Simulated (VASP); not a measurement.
# In (Fd-3m) in VASP: a series of runs

In is run at these levels: r2SCAN; tasks: single point.

All numbers are computed with VASP 6.6.1; they aren't measurements. Logs are shortened: lines on timing, memory, paths and dates and some standing lists are left out, and cuts for length are marked.

### 1 The cell of the first run

The structure is cubic, space group Fd-3m (No. 227). The conventional cell has a = 6.612 Å, b = 6.612 Å, c = 6.612 Å, α = 90.00°, β = 90.00°, γ = 90.00°. In (site symmetry -43m) has 4 In at 2.86 Å within 3.8 Å.

This isn't the form of In at room conditions, which is tetragonal.

### 2 Single point, r2SCAN

Contents of POSCAR:

```
In
1.0
    0.0000000000      3.3060946705      3.3060946705
    3.3060946705      0.0000000000      3.3060946705
    3.3060946705      3.3060946705      0.0000000000
In
2
Direct
    0.1250000000      0.1250000000      0.1250000000
    0.8750000000      0.8750000000      0.8750000000
```

Contents of INCAR.step1:

```
PREC = Accurate
ENCUT = 520
ISMEAR = -1
SIGMA = 0.1
LREAL = F
LASPH = T
NELM = 60
NBANDS = 20
GGA = PE
ALGO = Normal
EDIFF = 1E-4
LWAVE = T
LCHARG = F
```

Contents of INCAR.step2:

```
PREC = Accurate
ENCUT = 520
EDIFF = 1E-6
ISMEAR = -1
SIGMA = 0.1
LREAL = F
LASPH = T
NELM = 60
ALGO = Normal
ISIF = 2
LWAVE = F
LCHARG = T
METAGGA = R2SCAN
LMIXTAU = T
LELF = T
LVHAR = T
NBANDS = 20
ISTART = 1
```

Contents of KPOINTS:

```
Automatic mesh
0
Gamma
  8 8 8
```

Potentials or basis: VASP PAW PBE potentials, release 64 (In_d).

On the command line:

```bash
$ cat potpaw_PBE.64/In_d/POTCAR > POTCAR
$ cp INCAR.step1 INCAR
$ mpirun -np 1 vasp_std > vasp.out
$ cp INCAR.step2 INCAR
$ mpirun -np 1 vasp_std > vasp.out
```

OUTCAR:

```text
PREC = Accurate
   ENCUT = 520
   EDIFF = 1E-6
   ISMEAR = -1
   LREAL = F
   LASPH = T
   NELM = 60
   ISIF = 2
   METAGGA = R2SCAN
   ISTART = 1

 ion  position               nearest neighbor table
   1  0.125  0.125  0.125-   2 2.86   2 2.86   2 2.86   2 2.86
   2  0.875  0.875  0.875-   1 2.86   1 2.86   1 2.86   1 2.86

  LATTYP: Found a face centered cubic cell.
 ALAT       =     6.6121893410

  Lattice vectors:

 A1 = (   0.0000000000,   3.3060946705,   3.3060946705)
 A2 = (   3.3060946705,   0.0000000000,   3.3060946705)
 A3 = (   3.3060946705,   3.3060946705,   0.0000000000)

Analysis of symmetry for initial positions (statically):
=====================================================================
 Subroutine PRICEL returns:
 Original cell was already a primitive cell.

 Routine SETGRP: Setting up the symmetry group for a
 face centered cubic supercell.

 Subroutine GETGRP returns: Found 48 space group operations
 (whereof 12 operations were pure point group operations)
 out of a pool of 48 trial point group operations.

The static configuration has the point symmetry D_3d.
 The point group associated with its full space group is O_h .

Analysis of symmetry for dynamics (positions and initial velocities):
=====================================================================
 Subroutine PRICEL returns:
 Original cell was already a primitive cell.

 Routine SETGRP: Setting up the symmetry group for a
 face centered cubic supercell.

 Subroutine GETGRP returns: Found 48 space group operations
 (whereof 12 operations were pure point group operations)
 out of a pool of 48 trial point group operations.

The dynamic configuration has the point symmetry D_3d.
 The point group associated with its full space group is O_h .

 Subroutine INISYM returns: Found 48 space group operations
 (whereof 12 operations are pure point group operations),
 and found     1 'primitive' translations

----------------------------------------------------------------------------------------

                                     Primitive cell

  volume of cell :      72.2730

  direct lattice vectors                    reciprocal lattice vectors
     0.000000000  3.306094670  3.306094670    -0.151235839  0.151235839  0.151235839
     3.306094670  0.000000000  3.306094670     0.151235839 -0.151235839  0.151235839
     3.306094670  3.306094670  0.000000000     0.151235839  0.151235839 -0.151235839

  length of vectors
     4.675523922  4.675523922  4.675523922     0.261948156  0.261948156  0.261948156

  position of ions in fractional coordinates (direct lattice)
     0.125000000  0.125000000  0.125000000
     0.875000000  0.875000000  0.875000000

  ion indices of the primitive-cell ions
   primitive index   ion index
                 1           1
                 2           2

----------------------------------------------------------------------------------------

 KPOINTS: Automatic mesh

Automatic generation of k-mesh.
 Grid dimensions read from file:
 generate k-points for:    8    8    8

 Generating k-lattice:

  Cartesian coordinates                     Fractional coordinates (reciprocal lattice)
    -0.018904480  0.018904480  0.018904480     0.125000000  0.000000000  0.000000000
     0.018904480 -0.018904480  0.018904480     0.000000000  0.125000000  0.000000000
     0.018904480  0.018904480 -0.018904480     0.000000000  0.000000000  0.125000000

  Length of vectors
     0.032743520  0.032743520  0.032743520

  Shift w.r.t. Gamma in fractional coordinates (k-lattice)
     0.000000000  0.000000000  0.000000000

 Subroutine IBZKPT returns following result:
 ===========================================

 Found     29 irreducible k-points:

 Following reciprocal coordinates:
            Coordinates               Weight
  0.000000  0.000000  0.000000      1.000000
  0.125000  0.000000  0.000000      8.000000
  0.250000  0.000000  0.000000      8.000000
  0.375000  0.000000  0.000000      8.000000
  0.500000  0.000000  0.000000      4.000000
  0.125000  0.125000  0.000000      6.000000
[... 16 lines left out ...]
  0.500000  0.250000  0.125000     48.000000
 -0.375000  0.250000  0.125000     24.000000
 [... further k-points ...]
   k-points           NKPTS =     29   k-points in BZ     NKDIM =     29   number of bands    NBANDS=     20
   number of dos      NEDOS =    301   number of ions     NIONS =      2
   total plane-waves  NPLWV =  46656
   dimension x,y,z NGX =    36 NGY =   36 NGZ =   36
   dimension x,y,z NGXF=    72 NGYF=   72 NGZF=   72
   ions per type =               2
   NGX,Y,Z   is equivalent  to a cutoff of  12.80, 12.80, 12.80 a.u.
   NGXF,Y,Z  is equivalent  to a cutoff of  25.60, 25.60, 25.60 a.u.
 SYSTEM =  unknown system
   PREC   = accura    normal or accurate (medium, high low for compatibility)
   ISTART =      1    job   : 0-new  1-cont  2-samecut
   ICHARG =      0    charge: 1-file 2-atom 10-const
   ISPIN  =      1    spin polarized calculation?
   LNONCOLLINEAR =      F non collinear calculations
   LSORBIT =      F    spin-orbit coupling
   LASPH  =      T    aspherical Exc in radial PAW
   ENCUT  =  520.0 eV  38.22 Ry    6.18 a.u.   8.69  8.69  8.69*2*pi/ulx,y,z
   NELM   =     60;   NELMIN=  2; NELMDL=  0     # of ELM steps
   EDIFF  = 0.1E-05   stopping-criterion for ELM
   LREAL  =      F    real-space projection
   EDIFFG = 0.1E-04   stopping-criterion for IOM
   NSW    =      0    number of steps for IOM
   IBRION =     -1    ionic relax: 0-MD 1-quasi-New 2-CG
   NFREE  =      0    steps in history (QN), initial steepest desc. (CG)
   ISIF   =      2    stress and relaxation
   ISYM   =      2    0-nonsym 1-usesym 2-fastsym
   POTIM  = 0.5000    time-step for ionic-motion
   TEBEG  =    0.0;   TEEND  =   0.0 temperature during run
   PSTRESS=    0.0 pullay stress
   NELECT =      26.0000    total number of electrons
   NUPDOWN=      -1.0000    fix difference up-down
   EMIN   =  10.00;   EMAX   =-10.00  energy-range for DOS
   EFERMI =   0.00;   METHOD = LEGACY
   ISMEAR =    -1;   SIGMA  =   0.10  broadening in eV -4-tet -1-fermi 0-gaus
   EFERMI_NEDOS =   21; number of points for ismear=-14 and -15
   IALGO  =     38    algorithm
   IMIX   =      4    mixing-type and parameters
     AMIX     =   0.40;   BMIX     =  1.00
     AMIX_MAG =   1.60;   BMIX_MAG =  1.00
  volume/ion in A,a.u.               =      36.14       243.86
  Fermi-wavevector in a.u.,A,eV,Ry     =   1.164324  2.200254 18.444756  1.355651
  Thomas-Fermi vector in A             =   2.300864
   LORBIT       =      0    0 simple, 1 ext, 2 COOP (PROOUT), +10 PAW based schemes
   METAGGA = R2SCAN    functional components
   LHFCALC =     F    Hartree Fock is set to
   AEXX    =    0.0000 exact exchange contribution
   IVDW    =     0    specifies the selected vdW correction
   LEPSILON=     F    determine dielectric tensor
   LRPA    =     F    only Hartree local field effects (RPA)
 non-spin polarized calculation
  energy-cutoff  :      520.00
  volume of cell :       72.27
 maximum number of plane-waves:      1964
   NGX = 17   NGY = 17   NGZ = 17

 number of electron      26.0000014 magnetization

 Free energy of the ion-electron system (eV)
  ---------------------------------------------------
  ext. energy  EPLUGINS =         0.00000000
  ---------------------------------------------------
  free energy    TOTEN  =       -44.60244731 eV

  energy without entropy =      -44.55112543  energy(sigma->0) =      -44.57678637

 E-fermi :   3.8528     XC(G=0):  -9.1243

 val. band max:        3.7883789126   @ k =  -0.3750   0.3750   0.0000
 cond. band min:       3.8880857878   @ k =   0.5000   0.1250   0.0000
 fundamental gap:      0.0997068752
 Fermi energy:         3.8528019349

 k-point     1 :       0.0000    0.0000    0.0000
  band No.  band energies     occupation
      1     -11.3063      2.00000
      2     -11.3063      2.00000
      3     -11.3063      2.00000
      4     -11.2316      2.00000
      5     -11.2316      2.00000
      6     -10.7749      2.00000
[... 12 lines left out ...]
     19      10.5267      0.00000
     20      13.6386      0.00000

 k-point     2 :       0.1250    0.0000    0.0000
  band No.  band energies     occupation
      1     -11.3245      2.00000
      2     -11.3245      2.00000
      3     -11.3020      2.00000
      4     -11.2053      2.00000
      5     -11.2053      2.00000
      6     -10.7919      2.00000
[... 12 lines left out ...]
     19      11.3801      0.00000
     20      12.6284      0.00000

 k-point     3 :       0.2500    0.0000    0.0000
  band No.  band energies     occupation
      1     -11.3455      2.00000
      2     -11.3455      2.00000
      3     -11.2913      2.00000
      4     -11.1673      2.00000
      5     -11.1673      2.00000
      6     -10.8154      2.00000
[... 12 lines left out ...]
     19      11.6258      0.00000
     20      12.4698      0.00000

 k-point     4 :       0.3750    0.0000    0.0000
  band No.  band energies     occupation
      1     -11.3547      2.00000
      2     -11.3547      2.00000
      3     -11.2805      2.00000
      4     -11.1460      2.00000
      5     -11.1460      2.00000
      6     -10.8251      2.00000
[... 12 lines left out ...]
     19      12.8459      0.00000
     20      13.4509      0.00000

 k-point     5 :       0.5000    0.0000    0.0000
  band No.  band energies     occupation
      1     -11.3564      2.00000
      2     -11.3564      2.00000
      3     -11.2760      2.00000
      4     -11.1410      2.00000
      5     -11.1410      2.00000
      6     -10.8294      2.00000
[... 12 lines left out ...]
     19      14.4624      0.00000
     20      14.6188      0.00000
[... 353 lines left out ...]
      6     -10.9672      2.00000
[... 12 lines left out ...]
     19      15.7194      0.00000
     20      15.7194      0.00000

 k-point    22 :       0.3750    0.2500    0.1250
  band No.  band energies     occupation
      1     -11.3690      2.00000
      2     -11.3603      2.00000
      3     -11.2763      2.00000
      4     -11.1503      2.00000
      5     -11.0857      2.00000
      6     -10.9433      2.00000
[... 12 lines left out ...]
     19      12.5647      0.00000
     20      13.7211      0.00000

 k-point    23 :       0.5000    0.2500    0.1250
  band No.  band energies     occupation
      1     -11.3922      2.00000
      2     -11.3752      2.00000
      3     -11.2319      2.00000
      4     -11.1182      2.00000
      5     -11.0579      2.00000
      6     -10.9609      2.00000
[... 12 lines left out ...]
     19      13.4307      0.00000
     20      13.6764      0.00000

 k-point    24 :      -0.3750    0.2500    0.1250
  band No.  band energies     occupation
      1     -11.4032      2.00000
      2     -11.3776      2.00000
      3     -11.2120      2.00000
      4     -11.0948      2.00000
      5     -11.0618      2.00000
      6     -10.9502      2.00000
[... 12 lines left out ...]
     19      12.3154      0.00000
     20      13.9880      0.00000

 [... further k-points ...]

------------------------ aborting loop because EDIFF is reached ----------------------------------------

  FORCE on cell =-STRESS in cart. coord.  units (eV):
  Direction    XX          YY          ZZ          XY          YZ          ZX
  --------------------------------------------------------------------------------------
  -------------------------------------------------------------------------------------
  Total       -0.0106386     -0.0106386     -0.0106386      0.0000000     -0.0000000      0.0000000
  in kB       -0.2358404     -0.2358404     -0.2358404      0.0000000     -0.0000000      0.0000000
  external PRESSURE =      -0.2358404 kB  Pullay stress =       0.0000000 kB

 VOLUME and BASIS-vectors are now :
 -----------------------------------------------------------------------------
  energy-cutoff  :      520.00
  volume of cell :       72.27
      direct lattice vectors                 reciprocal lattice vectors
     0.000000000  3.306094670  3.306094670    -0.151235839  0.151235839  0.151235839
     3.306094670  0.000000000  3.306094670     0.151235839 -0.151235839  0.151235839
     3.306094670  3.306094670  0.000000000     0.151235839  0.151235839 -0.151235839

 POSITION                                       TOTAL-FORCE (eV/Angst)
 -----------------------------------------------------------------------------------
      0.82652      0.82652      0.82652        -0.000000      0.000000     -0.000000
      5.78567      5.78567      5.78567         0.000000     -0.000000      0.000000
 -----------------------------------------------------------------------------------
    total drift:                                0.000000      0.000000      0.000000

  FREE ENERGIE OF THE ION-ELECTRON SYSTEM (eV)
  ---------------------------------------------------
  free  energy   TOTEN  =       -44.6024473055 eV

  energy  without entropy=      -44.5511254331  energy(sigma->0) =      -44.57678637
```

It took 2.4 min on 1 thread of Intel Xeon Platinum 8488C (Sapphire Rapids), shared host; peak memory 0.22 GiB.

Results:

| Item | Value |
| --- | --- |
| Free energy | -44.6024 eV |
| Pressure | 0.0 GPa |
| Band gap on the k mesh | zero (bands 13 and 14 overlap by 3.70 eV) |

Caveat: the PAW data sets were made with another functional, which shifts forces and pressure a little; spin-orbit coupling is left out, which moves the levels of the heavy elements.

### 3 Single point, r2SCAN (31.80 Å³/atom)

This run uses another cell than the first one, of 31.80 Å³/atom.

Contents of POSCAR:

```
In
1.0
    0.0000000000      3.1681775308      3.1681775308
    3.1681775308      0.0000000000      3.1681775308
    3.1681775308      3.1681775308      0.0000000000
In
2
Direct
    0.1250000000      0.1250000000      0.1250000000
    0.8750000000      0.8750000000      0.8750000000
```

Contents of INCAR.step1:

```
ALGO = Normal ; EDIFF = 1E-4
ENCUT = 520 ; GGA = PE
ISMEAR = -1 ; LASPH = T
LCHARG = F ; LREAL = F
LWAVE = T ; NBANDS = 20
NELM = 80 ; PREC = Accurate
SIGMA = 0.1
```

Contents of INCAR.step2:

```
ALGO = Normal ; EDIFF = 1E-7
ENCUT = 520 ; ISIF = 2
ISMEAR = -1 ; ISTART = 1
LASPH = T ; LCHARG = F
LMIXTAU = T ; LREAL = F
LWAVE = F ; METAGGA = R2SCAN
NBANDS = 20 ; NELM = 80
PREC = Accurate ; SIGMA = 0.1
```

Contents of KPOINTS:

```
k-points
0
Gamma
  9 9 9
```

Potentials or basis: VASP PAW PBE potentials, release 64 (In_d).

On the command line:

```bash
$ cat potpaw_PBE.64/In_d/POTCAR > POTCAR
$ cp INCAR.step1 INCAR
$ mpirun -np 1 vasp_std > vasp.out
$ cp INCAR.step2 INCAR
$ mpirun -np 1 vasp_std > vasp.out
```

It took 3 min on 1 thread of Intel Xeon Platinum 8488C (Sapphire Rapids), shared host; peak memory 0.22 GiB.

It converged, with:

| Property | Result |
| --- | --- |
| Free energy | -44.4795 eV |
| Pressure | 5.0 GPa |
| Band gap on the k mesh | zero (bands 13 and 14 overlap by 3.93 eV) |

Levels at points of the mesh, in eV from the Fermi level:
```
           k point  band 10  band 11  band 12  band 13  band 14  band 15  band 16  band 17
(0.00, 0.00, 0.00)   -14.55    -9.06     2.90     2.90     2.90     4.04     4.60     4.60
```

Caveat: the cell stands under pressure; the PAW data sets were made with another functional, which shifts forces and pressure a little; spin-orbit coupling is left out, which moves the levels of the heavy elements.

(Continued in part 2 of 2.)
